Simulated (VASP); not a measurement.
# VPt3 (Pm-3m) in VASP: a series of runs, part 2 of 3

VASP 6.6.1. The steps go on from the part before.

## (3) Single point, LDA, collinear spin, ferromagnetic start

File INCAR:

```
SYSTEM = VPt3
  PREC = Accurate
  ENCUT = 520
  EDIFF = 1E-6
  ISMEAR = -1
  SIGMA = 0.1
  LREAL = .FALSE.
  LASPH = .TRUE.
  NELM = 150
  ALGO = Normal
  ISIF = 2
  LWAVE = .FALSE.
  LCHARG = .FALSE.
  ISPIN = 2
  MAGMOM = 2 0 0 0
  LORBIT = 11
  LMAXMIX = 4
  NBANDS = 34
```

File KPOINTS:

```
regular mesh
0
G
  7 7 7
  0 0 0
```

File POSCAR:

```
VPt3
1.0
    3.8790000000      0.0000000000      0.0000000000
    0.0000000000      3.8790000000      0.0000000000
    0.0000000000      0.0000000000      3.8790000000
V Pt
1 3
Direct
    0.0000000000      0.0000000000      0.0000000000
    0.0000000000      0.5000000000      0.5000000000
    0.5000000000      0.0000000000      0.5000000000
    0.5000000000      0.5000000000      0.0000000000
```

Potentials or basis: VASP PAW LDA potentials, release 64 (V_sv, Pt).

Command:

```sh
> cat potpaw_LDA.64/V_sv/POTCAR potpaw_LDA.64/Pt/POTCAR > POTCAR
> mpirun -np 1 vasp_std > vasp.out
```

OUTCAR:

```text
SYSTEM = VPt3
   PREC = Accurate
   ENCUT = 520
   EDIFF = 1E-6
   ISMEAR = -1
   LREAL = .FALSE.
   LASPH = .TRUE.
   NELM = 150
   ISIF = 2
   ISPIN = 2
   LORBIT = 11

 ion  position               nearest neighbor table
   1  0.000  0.000  0.000-   2 2.74   3 2.74   4 2.74   2 2.74   3 2.74   2 2.74   4 2.74   2 2.74
                             3 2.74   4 2.74   3 2.74   4 2.74
   2  0.000  0.500  0.500-   1 2.74   3 2.74   4 2.74   1 2.74   4 2.74   1 2.74   3 2.74   1 2.74
                             3 2.74   4 2.74   4 2.74   3 2.74
   3  0.500  0.000  0.500-   1 2.74   2 2.74   4 2.74   1 2.74   4 2.74   2 2.74   4 2.74   4 2.74
                             1 2.74   2 2.74   1 2.74   2 2.74
   4  0.500  0.500  0.000-   1 2.74   2 2.74   3 2.74   2 2.74   3 2.74   1 2.74   3 2.74   3 2.74
                             1 2.74   2 2.74   2 2.74   1 2.74

  LATTYP: Found a simple cubic cell.
 ALAT       =     3.8790000000

  Lattice vectors:

 A1 = (   3.8790000000,   0.0000000000,   0.0000000000)
 A2 = (   0.0000000000,   3.8790000000,   0.0000000000)
 A3 = (   0.0000000000,   0.0000000000,   3.8790000000)

Analysis of symmetry for initial positions (statically):
=====================================================================
 Subroutine PRICEL returns:
 Original cell was already a primitive cell.

 Routine SETGRP: Setting up the symmetry group for a
 simple cubic supercell.

 Subroutine GETGRP returns: Found 48 space group operations
 (whereof 48 operations were pure point group operations)
 out of a pool of 48 trial point group operations.

The static configuration has the point symmetry O_h .

Analysis of symmetry for dynamics (positions and initial velocities):
=====================================================================
 Subroutine PRICEL returns:
 Original cell was already a primitive cell.

 Routine SETGRP: Setting up the symmetry group for a
 simple cubic supercell.

 Subroutine GETGRP returns: Found 48 space group operations
 (whereof 48 operations were pure point group operations)
 out of a pool of 48 trial point group operations.

The dynamic configuration has the point symmetry O_h .

Analysis of structural, dynamic, and magnetic symmetry:
=====================================================================
 Subroutine PRICEL returns:
 Original cell was already a primitive cell.

 Routine SETGRP: Setting up the symmetry group for a
 simple cubic supercell.

 Subroutine GETGRP returns: Found 48 space group operations
 (whereof 48 operations were pure point group operations)
 out of a pool of 48 trial point group operations.

The overall configuration has the point symmetry O_h .

 Subroutine INISYM returns: Found 48 space group operations
 (whereof 48 operations are pure point group operations),
 and found     1 'primitive' translations

----------------------------------------------------------------------------------------

                                     Primitive cell

  volume of cell :      58.3659

  direct lattice vectors                    reciprocal lattice vectors
     3.879000000  0.000000000  0.000000000     0.257798402  0.000000000  0.000000000
     0.000000000  3.879000000  0.000000000     0.000000000  0.257798402  0.000000000
     0.000000000  0.000000000  3.879000000     0.000000000  0.000000000  0.257798402

  length of vectors
     3.879000000  3.879000000  3.879000000     0.257798402  0.257798402  0.257798402

  position of ions in fractional coordinates (direct lattice)
     0.000000000  0.000000000  0.000000000
[... 80 lines left out ...]
   NSW    =      0    number of steps for IOM
   IBRION =     -1    ionic relax: 0-MD 1-quasi-New 2-CG
   NFREE  =      0    steps in history (QN), initial steepest desc. (CG)
   ISIF   =      2    stress and relaxation
   ISYM   =      2    0-nonsym 1-usesym 2-fastsym
   POTIM  = 0.5000    time-step for ionic-motion
   TEBEG  =    0.0;   TEEND  =   0.0 temperature during run
   PSTRESS=    0.0 pullay stress
   NELECT =      43.0000    total number of electrons
   NUPDOWN=      -1.0000    fix difference up-down
   EMIN   =  10.00;   EMAX   =-10.00  energy-range for DOS
   EFERMI =   0.00;   METHOD = LEGACY
   ISMEAR =    -1;   SIGMA  =   0.10  broadening in eV -4-tet -1-fermi 0-gaus
   EFERMI_NEDOS =   21; number of points for ismear=-14 and -15
   IALGO  =     38    algorithm
   IMIX   =      4    mixing-type and parameters
     AMIX     =   0.40;   BMIX     =  1.00
     AMIX_MAG =   1.60;   BMIX_MAG =  1.00
  volume/ion in A,a.u.               =      14.59        98.47
  Fermi-wavevector in a.u.,A,eV,Ry     =   1.478579  2.794109 29.745001  2.186196
  Thomas-Fermi vector in A             =   2.592843
   LORBIT       =     11    0 simple, 1 ext, 2 COOP (PROOUT), +10 PAW based schemes
   GGA     = CA    functional components
   LHFCALC =     F    Hartree Fock is set to
   AEXX    =    0.0000 exact exchange contribution
   IVDW    =     0    specifies the selected vdW correction
   LEPSILON=     F    determine dielectric tensor
   LRPA    =     F    only Hartree local field effects (RPA)
 spin polarized calculation
  energy-cutoff  :      520.00
  volume of cell :       58.37
 maximum number of plane-waves:      1588
 NGX is ok and might be reduce to    30
   NGX = 15   NGY = 15   NGZ = 15

 number of electron      42.9999996 magnetization       1.2769862

 Free energy of the ion-electron system (eV)
  ---------------------------------------------------
  ext. energy  EPLUGINS =         0.00000000
  ---------------------------------------------------
  free energy    TOTEN  =       -34.23072855 eV

  energy without entropy =      -34.08753896  energy(sigma->0) =      -34.15913376

 E-fermi :  11.4033     XC(G=0): -13.6101

 val. band max:       11.3954879294   @ k =   0.2857   0.2857   0.0000
 cond. band min:      11.4147578868   @ k =   0.2857   0.1429   0.1429
 fundamental gap:      0.0192699574
 Fermi energy:        11.4032883202

 spin component 1

 k-point     1 :       0.0000    0.0000    0.0000
  band No.  band energies     occupation
      1     -53.2403      1.00000
      2     -27.4830      1.00000
      3     -27.4830      1.00000
      4     -27.4830      1.00000
      5       1.2250      1.00000
      6       3.9948      1.00000
[... 709 lines left out ...]
     32      20.3207      0.00000
     33      25.9322      0.00000
 Fermi energy:        11.4032883202

 spin component 2

 k-point     1 :       0.0000    0.0000    0.0000
  band No.  band energies     occupation
      1     -52.0439      1.00000
      2     -26.3191      1.00000
      3     -26.3191      1.00000
      4     -26.3191      1.00000
      5       1.2935      1.00000
      6       4.0248      1.00000
[... 709 lines left out ...]
     32      20.6585      0.00000
     33      25.9616      0.00000
 [bands above 33 left out]

------------------------ aborting loop because EDIFF is reached ----------------------------------------

  FORCE on cell =-STRESS in cart. coord.  units (eV):
  Direction    XX          YY          ZZ          XY          YZ          ZX
  --------------------------------------------------------------------------------------
  -------------------------------------------------------------------------------------
  Total       -2.4677671     -2.4677671     -2.4677671     -0.0000000      0.0000000      0.0000000
  in kB      -67.7415932    -67.7415932    -67.7415932     -0.0000000      0.0000000      0.0000000
  external PRESSURE =     -67.7415932 kB  Pullay stress =       0.0000000 kB

 VOLUME and BASIS-vectors are now :
 -----------------------------------------------------------------------------
  energy-cutoff  :      520.00
  volume of cell :       58.37
      direct lattice vectors                 reciprocal lattice vectors
     3.879000000  0.000000000  0.000000000     0.257798402  0.000000000  0.000000000
     0.000000000  3.879000000  0.000000000     0.000000000  0.257798402  0.000000000
     0.000000000  0.000000000  3.879000000     0.000000000  0.000000000  0.257798402

 POSITION                                       TOTAL-FORCE (eV/Angst)
 -----------------------------------------------------------------------------------
      0.00000      0.00000      0.00000         0.000000      0.000000      0.000000
      0.00000      1.93950      1.93950         0.000000      0.000000      0.000000
      1.93950      0.00000      1.93950         0.000000      0.000000      0.000000
      1.93950      1.93950      0.00000         0.000000      0.000000      0.000000
 -----------------------------------------------------------------------------------
    total drift:                                0.000000      0.000000     -0.000000

  FREE ENERGIE OF THE ION-ELECTRON SYSTEM (eV)
  ---------------------------------------------------
  free  energy   TOTEN  =       -34.2307285499 eV

  energy  without entropy=      -34.0875389622  energy(sigma->0) =      -34.15913376

 total charge

# of ion       s       p       d       tot
------------------------------------------
    1        2.263   6.187   2.965  11.415
    2        0.699   0.682   8.057   9.437
    3        0.699   0.682   8.057   9.437
    4        0.699   0.682   8.057   9.437
--------------------------------------------------
tot          4.360   8.233  27.135  39.727

 magnetization (x)

# of ion       s       p       d       tot
------------------------------------------
    1        0.009   0.012   1.249   1.270
    2       -0.005   0.003  -0.032  -0.034
    3       -0.005   0.003  -0.032  -0.034
    4       -0.005   0.003  -0.032  -0.034
--------------------------------------------------
tot         -0.006   0.020   1.154   1.167
```

OSZICAR:

```text
N       E                     dE             d eps       ncg     rms          rms(c)
DAV:   1     0.355135887594E+03    0.35514E+03   -0.21347E+04  2720   0.129E+03
DAV:   2    -0.249719931296E+02   -0.38011E+03   -0.35958E+03  2800   0.358E+02
DAV:   3    -0.373246888618E+02   -0.12353E+02   -0.12037E+02  3132   0.689E+01
DAV:   4    -0.374441022263E+02   -0.11941E+00   -0.11929E+00  3030   0.668E+00
DAV:   5    -0.374459881994E+02   -0.18860E-02   -0.18859E-02  3126   0.904E-01    0.290E+01
DAV:   6    -0.409574741969E+02   -0.35115E+01   -0.36825E+01  2852   0.334E+01    0.302E+01
DAV:   7    -0.355584498941E+02    0.53990E+01   -0.42514E+01  2958   0.522E+01    0.155E+01
DAV:   8    -0.343469346965E+02    0.12115E+01   -0.14216E+00  2898   0.824E+00    0.622E+00
DAV:   9    -0.341643791886E+02    0.18256E+00   -0.42391E-01  3174   0.321E+00    0.216E+00
DAV:  10    -0.341917948962E+02   -0.27416E-01   -0.75152E-02  3086   0.112E+00    0.197E+00
DAV:  11    -0.341965126652E+02   -0.47178E-02   -0.27290E-03  2890   0.305E-01    0.189E+00
DAV:  12    -0.342252636532E+02   -0.28751E-01   -0.30799E-02  3206   0.781E-01    0.169E+00
DAV:  13    -0.342296144040E+02   -0.43508E-02   -0.10331E-01  3078   0.149E+00    0.102E+00
DAV:  14    -0.342307201718E+02   -0.11058E-02   -0.24698E-02  2960   0.770E-01    0.214E-01
DAV:  15    -0.342306251566E+02    0.95015E-04   -0.15727E-03  2950   0.191E-01    0.124E-01
DAV:  16    -0.342307511852E+02   -0.12603E-03   -0.41749E-04  2960   0.117E-01    0.736E-02
DAV:  17    -0.342307284409E+02    0.22744E-04   -0.92432E-05  3034   0.457E-02    0.916E-03
DAV:  18    -0.342307285499E+02   -0.10893E-06   -0.16093E-06  1912   0.604E-03
   1 F= -.34230729E+02 E0= -.34159134E+02  d E =-.143190E+00  mag=     1.2777
```

It took 61 s on 1 thread of Intel Xeon 6975P-C (Granite Rapids), shared host; peak memory 0.19 GiB.

Results:

```
Free energy                                           : -34.2307 eV
Pressure                                              : -6.8 GPa
Net moment                                            : 1.28 μB per cell
Site moments                                          : V +1.27; Pt -0.03 μB
Valence electrons inside the program's atomic spheres : V 11.41; Pt 9.44
```

Levels at points of the mesh, in eV from the Fermi level:
Spin up:
```
           k point  band 18  band 19  band 20  band 21  band 22  band 23  band 24  band 25  band 26  band 27
(0.00, 0.00, 0.00)     0.27     0.27     0.27     0.78     0.78     1.33     1.33     1.33     1.68     1.68
```
Spin down:
| k point | band 19 | band 20 | band 21 | band 22 | band 23 | band 24 |
| --- | --- | --- | --- | --- | --- | --- |
| (0.00, 0.00, 0.00) | 0.26 | 0.26 | 1.62 | 1.62 | 1.79 | 1.79 |

Caveat: the cell stands under tension; spin-orbit coupling is left out, which moves the levels of the heavy elements.

(Part 2 of 3 ends here.)
